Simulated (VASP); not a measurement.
# Si (Imma) in VASP: single point with r2SCAN

Aim: the single point of Si with r2SCAN.

Program: VASP 6.6.1. These are calculated values, not measurements. Logs are shortened: lines on timing, memory, paths and dates and some standing lists are left out, and cuts for length are marked.

## 1. The cell of the first run

The structure is orthorhombic, space group Imma (No. 74). The conventional cell has a = 4.802 Å, b = 4.802 Å, c = 2.645 Å, α = 90.00°, β = 90.00°, γ = 90.00°. Si (site symmetry mm2) has 8 Si at 2.41 to 2.85 Å within 3.2 Å.

## 2. Single point, r2SCAN (atoms displaced along a vibrational mode)

Input file POSCAR:

```
Si
1.0
   -2.4012010073      2.4012010073      1.3223715888
    2.4012010073     -2.4012010073      1.3223715888
    2.4012010073      2.4012010073     -1.3223715888
Si
2
Direct
    0.3350744231      0.8350744231      0.5000000000
    0.4149255769      0.4149255769      0.0000000000
```

Input file INCAR.step1:

```
SYSTEM = Si
  PREC = Accurate
  ENCUT = 520
  ISMEAR = 0
  SIGMA = 0.15
  LREAL = .FALSE.
  LASPH = .TRUE.
  NELM = 60
  NBANDS = 11
  GGA = PE
  ALGO = Normal
  EDIFF = 1E-4
  LWAVE = .TRUE.
  LCHARG = .FALSE.
```

Input file INCAR.step2:

```
SYSTEM = Si
  PREC = Accurate
  ENCUT = 520
  EDIFF = 1E-7
  ISMEAR = 0
  SIGMA = 0.15
  LREAL = .FALSE.
  LASPH = .TRUE.
  NELM = 60
  ALGO = Normal
  ISIF = 2
  LWAVE = .FALSE.
  LCHARG = .FALSE.
  METAGGA = R2SCAN
  LMIXTAU = .TRUE.
  NBANDS = 11
  ISTART = 1
```

Input file KPOINTS:

```
regular mesh
0
G
  26 26 26
  0 0 0
```

Potentials or basis: VASP PAW PBE potentials, release 64 (Si).

Command:

```
$ cat potpaw_PBE.64/Si/POTCAR > POTCAR
$ cp INCAR.step1 INCAR
$ mpirun -np 1 vasp_std > vasp.out
$ cp INCAR.step2 INCAR
$ mpirun -np 1 vasp_std > vasp.out
```

OUTCAR:

```text
SYSTEM = Si
   PREC = Accurate
   ENCUT = 520
   EDIFF = 1E-7
   ISMEAR = 0
   LREAL = .FALSE.
   LASPH = .TRUE.
   NELM = 60
   ISIF = 2
   METAGGA = R2SCAN
   ISTART = 1

 ion  position               nearest neighbor table
   1  0.335  0.835  0.500-   2 2.41   2 2.41   2 2.65   2 2.65   2 2.85   2 2.85
   2  0.415  0.415  0.000-   1 2.41   1 2.41   1 2.65   1 2.65   1 2.85   1 2.85

  LATTYP: Found a body centered tetragonal cell.
 ALAT       =     4.8024020146
 C/A-ratio  =     0.5507125746

  Lattice vectors:

 A1 = (  -2.4012010073,   2.4012010073,   1.3223715888)
 A2 = (   2.4012010073,  -2.4012010073,   1.3223715888)
 A3 = (   2.4012010073,   2.4012010073,  -1.3223715888)

Analysis of symmetry for initial positions (statically):
=====================================================================
 Subroutine PRICEL returns:
 Original cell was already a primitive cell.

 Routine SETGRP: Setting up the symmetry group for a
 body centered tetragonal supercell.

 Subroutine GETGRP returns: Found  8 space group operations
 (whereof  4 operations were pure point group operations)
 out of a pool of 16 trial point group operations.

The static configuration has the point symmetry C_2v.
 The point group associated with its full space group is D_2h.

Analysis of symmetry for dynamics (positions and initial velocities):
=====================================================================
 Subroutine PRICEL returns:
 Original cell was already a primitive cell.

 Routine SETGRP: Setting up the symmetry group for a
 body centered tetragonal supercell.

 Subroutine GETGRP returns: Found  8 space group operations
 (whereof  4 operations were pure point group operations)
 out of a pool of 16 trial point group operations.

The dynamic configuration has the point symmetry C_2v.
 The point group associated with its full space group is D_2h.

 Subroutine INISYM returns: Found  8 space group operations
 (whereof  4 operations are pure point group operations),
 and found     1 'primitive' translations

----------------------------------------------------------------------------------------

                                     Primitive cell

  volume of cell :      30.4979

  direct lattice vectors                    reciprocal lattice vectors
    -2.401201007  2.401201007  1.322371589     0.000000000  0.208229131  0.378108547
     2.401201007 -2.401201007  1.322371589     0.208229131  0.000000000  0.378108547
     2.401201007  2.401201007 -1.322371589     0.208229131  0.208229131  0.000000000

  length of vectors
     3.644200759  3.644200759  3.644200759     0.431654311  0.431654311  0.294480462

  position of ions in fractional coordinates (direct lattice)
     0.335074423  0.835074423  0.500000000
     0.414925577  0.414925577  0.000000000

  ion indices of the primitive-cell ions
   primitive index   ion index
                 1           1
                 2           2

----------------------------------------------------------------------------------------

 KPOINTS: regular mesh

Automatic generation of k-mesh.
 Grid dimensions read from file:
 generate k-points for:   26   26   26

 Generating k-lattice:

  Cartesian coordinates                     Fractional coordinates (reciprocal lattice)
     0.000000000  0.008008813  0.014542636     0.038461538  0.000000000  0.000000000
     0.008008813  0.000000000  0.014542636     0.000000000  0.038461538  0.000000000
     0.008008813  0.008008813  0.000000000     0.000000000  0.000000000  0.038461538

  Length of vectors
     0.016602089  0.016602089  0.011326172

  Shift w.r.t. Gamma in fractional coordinates (k-lattice)
     0.000000000  0.000000000  0.000000000

 Subroutine IBZKPT returns following result:
 ===========================================

 Found   2471 irreducible k-points:

 Following reciprocal coordinates:
            Coordinates               Weight
  0.000000  0.000000  0.000000      1.000000
  0.038462  0.000000 -0.000000      4.000000
  0.038462  0.000000 -0.038462      4.000000
  0.076923  0.000000 -0.000000      4.000000
  0.076923  0.000000 -0.076923      4.000000
  0.115385  0.000000  0.000000      4.000000
[... 16 lines left out ...]
  0.423077 -0.000000 -0.423077      4.000000
  0.461538  0.000000  0.000000      4.000000
 [... further k-points ...]
   k-points           NKPTS =   2471   k-points in BZ     NKDIM =   2471   number of bands    NBANDS=     11
   number of dos      NEDOS =    301   number of ions     NIONS =      2
   total plane-waves  NPLWV =  21952
   dimension x,y,z NGX =    28 NGY =   28 NGZ =   28
   dimension x,y,z NGXF=    56 NGYF=   56 NGZF=   56
   ions per type =               2
   NGX,Y,Z   is equivalent  to a cutoff of  12.77, 12.77, 12.77 a.u.
   NGXF,Y,Z  is equivalent  to a cutoff of  25.55, 25.55, 25.55 a.u.
 SYSTEM =  Si
   PREC   = accura    normal or accurate (medium, high low for compatibility)
   ISTART =      1    job   : 0-new  1-cont  2-samecut
   ICHARG =      0    charge: 1-file 2-atom 10-const
   ISPIN  =      1    spin polarized calculation?
   LNONCOLLINEAR =      F non collinear calculations
   LSORBIT =      F    spin-orbit coupling
   LASPH  =      T    aspherical Exc in radial PAW
   ENCUT  =  520.0 eV  38.22 Ry    6.18 a.u.   6.78  6.78  6.78*2*pi/ulx,y,z
   NELM   =     60;   NELMIN=  2; NELMDL=  0     # of ELM steps
   EDIFF  = 0.1E-06   stopping-criterion for ELM
   LREAL  =      F    real-space projection
   EDIFFG = 0.1E-05   stopping-criterion for IOM
   NSW    =      0    number of steps for IOM
   IBRION =     -1    ionic relax: 0-MD 1-quasi-New 2-CG
   NFREE  =      0    steps in history (QN), initial steepest desc. (CG)
   ISIF   =      2    stress and relaxation
   ISYM   =      2    0-nonsym 1-usesym 2-fastsym
   POTIM  = 0.5000    time-step for ionic-motion
   TEBEG  =    0.0;   TEEND  =   0.0 temperature during run
   PSTRESS=    0.0 pullay stress
   NELECT =       8.0000    total number of electrons
   NUPDOWN=      -1.0000    fix difference up-down
   EMIN   =  10.00;   EMAX   =-10.00  energy-range for DOS
   EFERMI =   0.00;   METHOD = LEGACY
   ISMEAR =     0;   SIGMA  =   0.15  broadening in eV -4-tet -1-fermi 0-gaus
   EFERMI_NEDOS =   21; number of points for ismear=-14 and -15
   IALGO  =     38    algorithm
   IMIX   =      4    mixing-type and parameters
     AMIX     =   0.40;   BMIX     =  1.00
     AMIX_MAG =   1.60;   BMIX_MAG =  1.00
  volume/ion in A,a.u.               =      15.25       102.91
  Fermi-wavevector in a.u.,A,eV,Ry     =   1.047968  1.980372 14.942418  1.098237
  Thomas-Fermi vector in A             =   2.182870
   LORBIT       =      0    0 simple, 1 ext, 2 COOP (PROOUT), +10 PAW based schemes
   METAGGA = R2SCAN    functional components
   LHFCALC =     F    Hartree Fock is set to
   AEXX    =    0.0000 exact exchange contribution
   IVDW    =     0    specifies the selected vdW correction
   LEPSILON=     F    determine dielectric tensor
   LRPA    =     F    only Hartree local field effects (RPA)
 non-spin polarized calculation
 Gauss-broadening in eV      SIGMA  =   0.15
  energy-cutoff  :      520.00
  volume of cell :       30.50
 maximum number of plane-waves:       839
   NGX = 13   NGY = 13   NGZ = 13

 number of electron       7.9999999 magnetization

 Free energy of the ion-electron system (eV)
  ---------------------------------------------------
  ext. energy  EPLUGINS =         0.00000000
  ---------------------------------------------------
  free energy    TOTEN  =       -16.62794736 eV

  energy without entropy =      -16.62007204  energy(sigma->0) =      -16.62400970

 E-fermi :   9.2048     XC(G=0): -11.4956

 val. band max:        9.2039322948   @ k =  -0.0769  -0.0385   0.2308
 cond. band min:       9.2049234594   @ k =   0.2692  -0.0385   0.1538
 fundamental gap:      0.0009911646
 Fermi energy:         9.2048012244

 k-point     1 :       0.0000    0.0000    0.0000
  band No.  band energies     occupation
      1      -5.3411      2.00000
      2       6.2523      2.00000
      3       6.5984      2.00000
      4       7.1184      2.00000
      5      11.0317      0.00000
      6      17.3642      0.00000
      7      18.1185      0.00000
      8      19.1827      0.00000
      9      19.2116      0.00000
     10      19.3536      0.00000
     11      20.6394      0.00000

 k-point     2 :       0.0385    0.0000   -0.0000
  band No.  band energies     occupation
      1      -5.2991      2.00000
      2       6.2364      2.00000
      3       6.3487      2.00000
      4       7.4443      2.00000
      5      11.1212      0.00000
      6      16.9718      0.00000
      7      18.0543      0.00000
      8      18.5209      0.00000
      9      19.2274      0.00000
     10      19.3607      0.00000
     11      21.0543      0.00000

 k-point     3 :       0.0385    0.0000   -0.0385
  band No.  band energies     occupation
      1      -5.2991      2.00000
      2       6.0833      2.00000
      3       6.5823      2.00000
      4       7.3553      2.00000
      5      11.1287      0.00000
      6      16.9751      0.00000
      7      18.0432      0.00000
      8      18.4659      0.00000
      9      19.0904      0.00000
     10      19.6034      0.00000
     11      21.0615      0.00000

 k-point     4 :       0.0769    0.0000   -0.0000
  band No.  band energies     occupation
      1      -5.1730      2.00000
      2       6.0133      2.00000
      3       6.1949      2.00000
      4       8.0074      2.00000
      5      11.3817      0.00000
      6      16.1173      0.00000
      7      17.2896      0.00000
      8      17.8181      0.00000
      9      19.1017      0.00000
     10      19.2408      0.00000
     11      21.0137      0.00000

 k-point     5 :       0.0769    0.0000   -0.0769
  band No.  band energies     occupation
      1      -5.1730      2.00000
      2       5.7969      2.00000
      3       6.5419      2.00000
      4       7.8419      2.00000
      5      11.4116      0.00000
      6      16.1439      0.00000
      7      17.3304      0.00000
      8      17.7792      0.00000
      9      18.4818      0.00000
     10      19.9181      0.00000
     11      21.2941      0.00000
[... 211 lines left out ...]
 k-point    21 :       0.3846    0.0000   -0.3846
  band No.  band energies     occupation
      1      -1.1924      2.00000
      2       4.7187      2.00000
      3       6.2245      2.00000
      4       7.3295      2.00000
      5       8.9510      1.98330
      6      10.9398      0.00000
      7      14.5013      0.00000
      8      14.9145      0.00000
      9      17.0112      0.00000
     10      18.3435      0.00000
     11      23.2432      0.00000

 k-point    22 :       0.4231   -0.0000    0.0000
  band No.  band energies     occupation
      1      -0.3646      2.00000
      2       3.9930      2.00000
      3       6.2718      2.00000
      4       6.6544      2.00000
      5       8.7328      1.99999
      6      11.5732      0.00000
      7      13.5270      0.00000
      8      15.3279      0.00000
      9      16.5963      0.00000
     10      19.6414      0.00000
     11      23.2873      0.00000

 k-point    23 :       0.4231   -0.0000   -0.4231
  band No.  band energies     occupation
      1      -0.3382      2.00000
      2       3.7313      2.00000
      3       6.3325      2.00000
      4       7.6807      2.00000
      5       8.2775      2.00000
      6      10.2229      0.00000
      7      14.6273      0.00000
      8      14.8299      0.00000
      9      17.7386      0.00000
     10      19.6135      0.00000
     11      22.5509      0.00000

 k-point    24 :       0.4615    0.0000    0.0000
  band No.  band energies     occupation
      1       0.5075      2.00000
      2       2.9042      2.00000
      3       6.6015      2.00000
      4       6.7611      2.00000
      5       8.1749      2.00000
      6      11.2563      0.00000
      7      13.4228      0.00000
      8      15.2568      0.00000
      9      17.4773      0.00000
     10      20.6264      0.00000
     11      22.2030      0.00000

 [... further k-points ...]

------------------------ aborting loop because EDIFF is reached ----------------------------------------

  FORCE on cell =-STRESS in cart. coord.  units (eV):
  Direction    XX          YY          ZZ          XY          YZ          ZX
  --------------------------------------------------------------------------------------
  -------------------------------------------------------------------------------------
  Total        1.2535745     -1.1091617     -0.5283070      0.0000000      0.0000000      0.0000000
  in kB       65.8552195    -58.2686416    -27.7540544      0.0000000      0.0000000      0.0000000
  external PRESSURE =      -6.7224921 kB  Pullay stress =       0.0000000 kB

 VOLUME and BASIS-vectors are now :
 -----------------------------------------------------------------------------
  energy-cutoff  :      520.00
  volume of cell :       30.50
      direct lattice vectors                 reciprocal lattice vectors
    -2.401201007  2.401201007  1.322371589     0.000000000  0.208229131  0.378108547
     2.401201007 -2.401201007  1.322371589     0.208229131  0.000000000  0.378108547
     2.401201007  2.401201007 -1.322371589     0.208229131  0.208229131  0.000000000

 POSITION                                       TOTAL-FORCE (eV/Angst)
 -----------------------------------------------------------------------------------
      2.40120      0.00000      0.88619         0.000000     -0.000000     -0.160963
      0.00000      0.00000      1.09737        -0.000000      0.000000      0.160963
 -----------------------------------------------------------------------------------
    total drift:                                0.000000     -0.000000      0.000000

  FREE ENERGIE OF THE ION-ELECTRON SYSTEM (eV)
  ---------------------------------------------------
  free  energy   TOTEN  =       -16.6279473618 eV

  energy  without entropy=      -16.6200720374  energy(sigma->0) =      -16.62400970
```

It took 1.7 h on 1 thread of Oxide Virtual Turin-like, shared host; peak memory 0.67 GiB.

Results:

```yaml
Free_energy: -16.6279 eV
Pressure: -0.7 GPa
Largest_force: 0.161 eV/Å
Band_gap_on_the_k_mesh: zero (bands 4 and 5 overlap by 7.28 eV)
```

Forces on the atoms (eV/Å):
```
Si   0.000  0.000 -0.161
Si   0.000  0.000  0.161
```

Stress tensor (GPa, compression positive):
```
 6.59  0.00  0.00
 0.00 -5.83  0.00
 0.00  0.00 -2.78
```

Caveat: the cell differs from its parent crystal (atoms displaced along a vibrational mode); the stress differs along the axes, from -6 to 7 GPa; the PAW data sets were made with another functional, which shifts forces and pressure a little.
